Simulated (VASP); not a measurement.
InSe2:

```xyz
6
Lattice="3.8949 0.0000 0.0000 0.0000 3.8949 0.0000 0.0000 0.0000 9.6262" Properties=species:S:1:pos:R:3 pbc="T T T"
In    0.0000    1.9474    6.8006
In    1.9474    0.0000    2.8256
Se    0.0000    1.9474    3.5252
Se    1.9474    0.0000    6.1010
Se    0.0000    0.0000    0.0000
Se    1.9474    1.9474    0.0000
```

Base run:

* Program: VASP 6.6.1
* Functional: PBE
* Potentials or basis: VASP PAW PBE potentials, release 64 (In_d, Se)
* Cutoff: 520 eV
* k mesh: 10 × 10 × 4
* Occupations: gaussian, width 0.5 eV
* Spin: no spin polarisation

Its results: band gap on the k mesh zero (band 25 reaches 5.77 eV, above the bottom of band 26 at 3.66 eV); pressure 0.1 GPa; largest force 0.079 eV/Å.

Task: The run is repeated on the same cell with these changes: occupations from gaussian, width 0.5 eV to fermi-dirac, width 0.5 eV. What comes out?

Result: Band gap on the k mesh zero (band 25 reaches 5.78 eV, above the bottom of band 26 at 3.63 eV); pressure 1.8 GPa; largest force 0.049 eV/Å.

Caveats: spin-orbit coupling is left out, which moves the levels of the heavy elements.
